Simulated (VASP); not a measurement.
# Cu2Mo (Fd-3m) in VASP: further runs

The runs below take Cu2Mo through single point, relaxation of cell and atoms, with PBE.

Program: VASP 6.6.1. These are calculated values, not measurements. Logs are shortened: lines on timing, memory, paths and dates and some standing lists are left out, and cuts for length are marked.

### 1 The cell of the first run

The structure is cubic, space group Fd-3m (No. 227). The conventional cell has a = 6.779 Å, b = 6.779 Å, c = 6.779 Å, α = 90.00°, β = 90.00°, γ = 90.00°. Cu (site symmetry -3m) has 6 Cu at 2.40 Å and 6 Mo at 2.81 Å within 3.2 Å. Within 3.7 Å of Mo (site symmetry -43m) lie 12 Cu at 2.81 Å and 4 Mo at 2.94 Å.

### 2 Single point, PBE

INCAR reads:

```
ALGO = Normal ; EDIFF = 1E-6
ENCUT = 600 ; GGA = PE
GGA_COMPAT = False ; ISIF = 2
ISMEAR = 0 ; LASPH = True
LCHARG = False ; LREAL = False
LWAVE = False ; NBANDS = 45
NELM = 120 ; PREC = Accurate
SIGMA = 0.1
```

KPOINTS reads:

```
k-points
0
Gamma
  10 10 10
```

POSCAR reads:

```
Cu2Mo
1.0
    0.0000000000      3.3895778881      3.3895778881
    3.3895778881      0.0000000000      3.3895778881
    3.3895778881      3.3895778881      0.0000000000
Cu Mo
4 2
Direct
    0.1250000000      0.1250000000      0.1250000000
    0.6250000000      0.1250000000      0.1250000000
    0.1250000000      0.1250000000      0.6250000000
    0.1250000000      0.6250000000      0.1250000000
    0.5000000000      0.5000000000      0.5000000000
    0.7500000000      0.7500000000      0.7500000000
```

Potentials or basis: VASP PAW PBE potentials, release 64 (Cu, Mo_sv).

On the command line:

```
$ cat potpaw_PBE.64/Cu/POTCAR potpaw_PBE.64/Mo_sv/POTCAR > POTCAR
$ mpirun -np 1 vasp_std > vasp.out
```

OUTCAR:

```text
EDIFF = 1E-6
   ENCUT = 600
   GGA = PE
   ISIF = 2
   ISMEAR = 0
   LASPH = True
   LREAL = False
   NELM = 120
   PREC = Accurate

 ion  position               nearest neighbor table
   1  0.125  0.125  0.125-   2 2.40   3 2.40   4 2.40   3 2.40   4 2.40   2 2.40   6 2.81   5 2.81
                             6 2.81   5 2.81   6 2.81   5 2.81
   2  0.625  0.125  0.125-   1 2.40   3 2.40   4 2.40   1 2.40   3 2.40   4 2.40   5 2.81   6 2.81
                             5 2.81   5 2.81   6 2.81   6 2.81
   3  0.125  0.125  0.625-   1 2.40   1 2.40   2 2.40   4 2.40   4 2.40   2 2.40   6 2.81   5 2.81
                             6 2.81   5 2.81   6 2.81   5 2.81
   4  0.125  0.625  0.125-   1 2.40   3 2.40   1 2.40   2 2.40   3 2.40   2 2.40   5 2.81   6 2.81
                             5 2.81   6 2.81   6 2.81   5 2.81
   5  0.500  0.500  0.500-   1 2.81   3 2.81   4 2.81   1 2.81   2 2.81   3 2.81   1 2.81   2 2.81
                             4 2.81   2 2.81   3 2.81   4 2.81   6 2.94   6 2.94   6 2.94   6 2.94
   6  0.750  0.750  0.750-   2 2.81   3 2.81   4 2.81   1 2.81   2 2.81   4 2.81   1 2.81   2 2.81
                             3 2.81   1 2.81   3 2.81   4 2.81   5 2.94   5 2.94   5 2.94   5 2.94

  LATTYP: Found a face centered cubic cell.
 ALAT       =     6.7791557762

  Lattice vectors:

 A1 = (   0.0000000000,   3.3895778881,   3.3895778881)
 A2 = (   3.3895778881,   0.0000000000,   3.3895778881)
 A3 = (   3.3895778881,   3.3895778881,   0.0000000000)

Analysis of symmetry for initial positions (statically):
=====================================================================
 Subroutine PRICEL returns:
 Original cell was already a primitive cell.

 Routine SETGRP: Setting up the symmetry group for a
 face centered cubic supercell.

 Subroutine GETGRP returns: Found 48 space group operations
 (whereof 24 operations were pure point group operations)
 out of a pool of 48 trial point group operations.

The static configuration has the point symmetry T_d .
 The point group associated with its full space group is O_h .

Analysis of symmetry for dynamics (positions and initial velocities):
=====================================================================
 Subroutine PRICEL returns:
 Original cell was already a primitive cell.

 Routine SETGRP: Setting up the symmetry group for a
 face centered cubic supercell.

 Subroutine GETGRP returns: Found 48 space group operations
 (whereof 24 operations were pure point group operations)
 out of a pool of 48 trial point group operations.

The dynamic configuration has the point symmetry T_d .
 The point group associated with its full space group is O_h .

 Subroutine INISYM returns: Found 48 space group operations
 (whereof 24 operations are pure point group operations),
 and found     1 'primitive' translations

----------------------------------------------------------------------------------------

                                     Primitive cell

  volume of cell :      77.8873

  direct lattice vectors                    reciprocal lattice vectors
     0.000000000  3.389577888  3.389577888    -0.147510993  0.147510993  0.147510993
     3.389577888  0.000000000  3.389577888     0.147510993 -0.147510993  0.147510993
     3.389577888  3.389577888  0.000000000     0.147510993  0.147510993 -0.147510993

  length of vectors
     4.793587020  4.793587020  4.793587020     0.255496534  0.255496534  0.255496534

  position of ions in fractional coordinates (direct lattice)
     0.125000000  0.125000000  0.125000000
     0.625000000  0.125000000  0.125000000
     0.125000000  0.125000000  0.625000000
     0.125000000  0.625000000  0.125000000
     0.500000000  0.500000000  0.500000000
     0.750000000  0.750000000  0.750000000

  ion indices of the primitive-cell ions
   primitive index   ion index
                 1           1
                 2           2
                 3           3
                 4           4
                 5           5
                 6           6

----------------------------------------------------------------------------------------

 KPOINTS: k-points

Automatic generation of k-mesh.
 Grid dimensions read from file:
 generate k-points for:   10   10   10

 Generating k-lattice:

  Cartesian coordinates                     Fractional coordinates (reciprocal lattice)
    -0.014751099  0.014751099  0.014751099     0.100000000  0.000000000  0.000000000
     0.014751099 -0.014751099  0.014751099     0.000000000  0.100000000  0.000000000
     0.014751099  0.014751099 -0.014751099     0.000000000  0.000000000  0.100000000

  Length of vectors
     0.025549653  0.025549653  0.025549653

  Shift w.r.t. Gamma in fractional coordinates (k-lattice)
     0.000000000  0.000000000  0.000000000

 Subroutine IBZKPT returns following result:
 ===========================================

 Found     47 irreducible k-points:

 Following reciprocal coordinates:
            Coordinates               Weight
  0.000000  0.000000  0.000000      1.000000
  0.100000  0.000000  0.000000      8.000000
  0.200000  0.000000  0.000000      8.000000
  0.300000  0.000000  0.000000      8.000000
  0.400000  0.000000  0.000000      8.000000
  0.500000  0.000000  0.000000      4.000000
[... 16 lines left out ...]
  0.300000  0.300000  0.000000      6.000000
  0.400000  0.300000  0.000000     24.000000
 [... further k-points ...]
   k-points           NKPTS =     47   k-points in BZ     NKDIM =     47   number of bands    NBANDS=     45
   number of dos      NEDOS =    301   number of ions     NIONS =      6
   total plane-waves  NPLWV =  64000
   dimension x,y,z NGX =    40 NGY =   40 NGZ =   40
   dimension x,y,z NGXF=    80 NGYF=   80 NGZF=   80
   ions per type =               4   2
   NGX,Y,Z   is equivalent  to a cutoff of  13.87, 13.87, 13.87 a.u.
   NGXF,Y,Z  is equivalent  to a cutoff of  27.74, 27.74, 27.74 a.u.
 SYSTEM =  unknown system
   PREC   = accura    normal or accurate (medium, high low for compatibility)
   ISTART =      0    job   : 0-new  1-cont  2-samecut
   ICHARG =      2    charge: 1-file 2-atom 10-const
   ISPIN  =      1    spin polarized calculation?
   LNONCOLLINEAR =      F non collinear calculations
   LSORBIT =      F    spin-orbit coupling
   LASPH  =      T    aspherical Exc in radial PAW
   ENCUT  =  600.0 eV  44.10 Ry    6.64 a.u.   9.57  9.57  9.57*2*pi/ulx,y,z
   NELM   =    120;   NELMIN=  2; NELMDL= -5     # of ELM steps
   EDIFF  = 0.1E-05   stopping-criterion for ELM
   LREAL  =      F    real-space projection
   EDIFFG = 0.1E-04   stopping-criterion for IOM
   NSW    =      0    number of steps for IOM
   IBRION =     -1    ionic relax: 0-MD 1-quasi-New 2-CG
   NFREE  =      0    steps in history (QN), initial steepest desc. (CG)
   ISIF   =      2    stress and relaxation
   ISYM   =      2    0-nonsym 1-usesym 2-fastsym
   POTIM  = 0.5000    time-step for ionic-motion
   TEBEG  =    0.0;   TEEND  =   0.0 temperature during run
   PSTRESS=    0.0 pullay stress
   NELECT =      72.0000    total number of electrons
   NUPDOWN=      -1.0000    fix difference up-down
   EMIN   =  10.00;   EMAX   =-10.00  energy-range for DOS
   EFERMI =   0.00;   METHOD = LEGACY
   ISMEAR =     0;   SIGMA  =   0.10  broadening in eV -4-tet -1-fermi 0-gaus
   EFERMI_NEDOS =   21; number of points for ismear=-14 and -15
   IALGO  =     38    algorithm
   IMIX   =      4    mixing-type and parameters
     AMIX     =   0.40;   BMIX     =  1.00
     AMIX_MAG =   1.60;   BMIX_MAG =  1.00
  volume/ion in A,a.u.               =      12.98        87.60
  Fermi-wavevector in a.u.,A,eV,Ry     =   1.594765  3.013669 34.603365  2.543276
  Thomas-Fermi vector in A             =   2.692789
   LORBIT       =      0    0 simple, 1 ext, 2 COOP (PROOUT), +10 PAW based schemes
   GGA     = PE    functional components
   LHFCALC =     F    Hartree Fock is set to
   AEXX    =    0.0000 exact exchange contribution
   IVDW    =     0    specifies the selected vdW correction
   LEPSILON=     F    determine dielectric tensor
   LRPA    =     F    only Hartree local field effects (RPA)
 non-spin polarized calculation
 Gauss-broadening in eV      SIGMA  =   0.10
  energy-cutoff  :      600.00
  volume of cell :       77.89
 maximum number of plane-waves:      2652
 NGX is ok and might be reduce to    40
   NGX = 19   NGY = 19   NGZ = 19

 number of electron      72.0000046 magnetization

 Free energy of the ion-electron system (eV)
  ---------------------------------------------------
  ext. energy  EPLUGINS =         0.00000000
  ---------------------------------------------------
  free energy    TOTEN  =       -35.46943496 eV

  energy without entropy =      -35.44348466  energy(sigma->0) =      -35.45645981

 E-fermi :   9.3596     XC(G=0): -13.0676

 val. band max:        9.3589304207   @ k =  -0.4000   0.3000   0.1000
 cond. band min:       9.3788581064   @ k =   0.5000   0.2000   0.0000
 fundamental gap:      0.0199276857
 Fermi energy:         9.3596302520

 k-point     1 :       0.0000    0.0000    0.0000
  band No.  band energies     occupation
      1     -51.2810      2.00000
      2     -51.1867      2.00000
      3     -25.4203      2.00000
      4     -25.4203      2.00000
      5     -25.4203      2.00000
      6     -25.1706      2.00000
[... 37 lines left out ...]
     44      15.8788      0.00000
     45      16.2056      0.00000

 k-point     2 :       0.1000    0.0000    0.0000
  band No.  band energies     occupation
      1     -51.2793      2.00000
      2     -51.1884      2.00000
      3     -25.4230      2.00000
      4     -25.4230      2.00000
      5     -25.4195      2.00000
      6     -25.1720      2.00000
[... 37 lines left out ...]
     44      16.0794      0.00000
     45      16.3785      0.00000

 k-point     3 :       0.2000    0.0000    0.0000
  band No.  band energies     occupation
      1     -51.2745      2.00000
      2     -51.1933      2.00000
      3     -25.4297      2.00000
      4     -25.4297      2.00000
      5     -25.4176      2.00000
      6     -25.1751      2.00000
[... 997 lines left out ...]
     44      14.6844      0.00000
     45      17.9185      0.00000

 k-point    24 :       0.4000    0.3000    0.0000
  band No.  band energies     occupation
      1     -51.2548      2.00000
      2     -51.2130      2.00000
      3     -25.4650      2.00000
      4     -25.4626      2.00000
      5     -25.3543      2.00000
      6     -25.2409      2.00000
[... 37 lines left out ...]
     44      14.7142      0.00000
     45      18.0850      0.00000

 [... further k-points ...]

------------------------ aborting loop because EDIFF is reached ----------------------------------------

  FORCE on cell =-STRESS in cart. coord.  units (eV):
  Direction    XX          YY          ZZ          XY          YZ          ZX
  --------------------------------------------------------------------------------------
  -------------------------------------------------------------------------------------
  Total        0.1910746      0.1910746      0.1910746      0.0000000     -0.0000000      0.0000000
  in kB        3.9304895      3.9304895      3.9304895      0.0000000     -0.0000000      0.0000000
  external PRESSURE =       3.9304895 kB  Pullay stress =       0.0000000 kB

 VOLUME and BASIS-vectors are now :
 -----------------------------------------------------------------------------
  energy-cutoff  :      600.00
  volume of cell :       77.89
      direct lattice vectors                 reciprocal lattice vectors
     0.000000000  3.389577888  3.389577888    -0.147510993  0.147510993  0.147510993
     3.389577888  0.000000000  3.389577888     0.147510993 -0.147510993  0.147510993
     3.389577888  3.389577888  0.000000000     0.147510993  0.147510993 -0.147510993

 POSITION                                       TOTAL-FORCE (eV/Angst)
 -----------------------------------------------------------------------------------
      0.84739      0.84739      0.84739        -0.000000      0.000000      0.000000
      0.84739      2.54218      2.54218        -0.000000     -0.000000     -0.000000
      2.54218      2.54218      0.84739        -0.000000     -0.000000      0.000000
      2.54218      0.84739      2.54218        -0.000000      0.000000      0.000000
      3.38958      3.38958      3.38958        -0.000000     -0.000000     -0.000000
      5.08437      5.08437      5.08437         0.000000      0.000000      0.000000
 -----------------------------------------------------------------------------------
    total drift:                                0.000000     -0.000000      0.000000

  FREE ENERGIE OF THE ION-ELECTRON SYSTEM (eV)
  ---------------------------------------------------
  free  energy   TOTEN  =       -35.4694349553 eV

  energy  without entropy=      -35.4434846648  energy(sigma->0) =      -35.45645981
```

Wall time 8.5 min (1 thread of AMD EPYC 7R13, shared host); peak memory 0.31 GiB.

What came out:

| Property | Result |
| --- | --- |
| Free energy | -35.4694 eV |
| Pressure | 0.4 GPa |
| Band gap on the k mesh | zero (bands 36 and 37 overlap by 0.79 eV) |

Levels at points of the mesh, in eV from the Fermi level:
```csv
k point,band 34,band 35,band 36,band 37,band 38,band 39
"(0.00, 0.00, 0.00)",-1.33,-0.35,-0.35,-0.35,0.17,2.18
"(0.50, 0.00, 0.00)",-0.49,-0.13,-0.12,-0.12,0.04,2.01
"(0.50, 0.50, 0.00)",-0.45,0.41,0.41,0.55,0.55,1.83
```

### 3 Relaxation of cell and atoms, PBE

INCAR reads:

```
PREC = Accurate
ENCUT = 600
EDIFF = 1E-7
ISMEAR = 0
SIGMA = 0.1
LREAL = F
LASPH = T
NELM = 120
ALGO = Normal
ISIF = 3
LWAVE = F
LCHARG = F
GGA = PE
IBRION = 2
NSW = 100
EDIFFG = -0.01
GGA_COMPAT = F
NELMIN = 4
```

KPOINTS reads:

```
regular mesh
0
Gamma
  10 10 10
```

POSCAR: that of step 2 with these lines changed.

```diff
@@ -2,5 +2,5 @@
 1.0
-    0.0000000000      3.3895778881      3.3895778881
-    3.3895778881      0.0000000000      3.3895778881
-    3.3895778881      3.3895778881      0.0000000000
+    0.0000000000      3.3913318424      3.3913318424
+    3.3913318424      0.0000000000      3.3913318424
+    3.3913318424      3.3913318424      0.0000000000
 Cu Mo
```

Potentials or basis: VASP PAW PBE potentials, release 64 (Cu, Mo_sv).

On the command line:

```
$ cat potpaw_PBE.64/Cu/POTCAR potpaw_PBE.64/Mo_sv/POTCAR > POTCAR
$ mpirun -np 1 vasp_std > vasp.out
```

It took 15 min on 1 thread of AMD EPYC 7R13, shared host; peak memory 0.31 GiB.

Results (log left out):

```yaml
Free_energy: -35.4698 eV
Relaxed_volume: 13.01 Å³/atom
Relaxed_cell: a = 4.798 Å, b = 4.798 Å, c = 4.798 Å, α = 60.00°, β = 60.00°, γ = 60.00°
Space_group_after_relaxing_to_0.1_Å: Fd-3m (No. 227)
Energy_gained_by_relaxing: 0.0 meV/atom
Ionic_steps: 3
Pressure_after_relaxing: 0.1 GPa
Band_gap_on_the_k_mesh: zero (bands 36 and 37 overlap by 0.79 eV)
```

Final structure:
```
CELL_PARAMETERS angstrom
0.00000 3.39248 3.39248
3.39248 0.00000 3.39248
3.39248 3.39248 0.00000
ATOMIC_POSITIONS crystal
Cu 0.12500 0.12500 0.12500
Cu 0.62500 0.12500 0.12500
Cu 0.12500 0.12500 0.62500
Cu 0.12500 0.62500 0.12500
Mo 0.50000 0.50000 0.50000
Mo 0.75000 0.75000 0.75000
```

Levels at points of the mesh, in eV from the Fermi level:
| k point | band 33 | band 34 | band 35 | band 36 | band 37 | band 38 | band 39 | band 40 |
| --- | --- | --- | --- | --- | --- | --- | --- | --- |
| (0.00, 0.00, 0.00) | -1.33 | -1.33 | -0.35 | -0.35 | -0.35 | 0.17 | 2.17 | 2.17 |
| (0.50, 0.00, 0.00) | -0.49 | -0.49 | -0.13 | -0.12 | -0.12 | 0.03 | 2.01 | 2.01 |
| (0.50, 0.50, 0.00) | -0.45 | -0.45 | 0.41 | 0.41 | 0.55 | 0.55 | 1.82 | 1.82 |
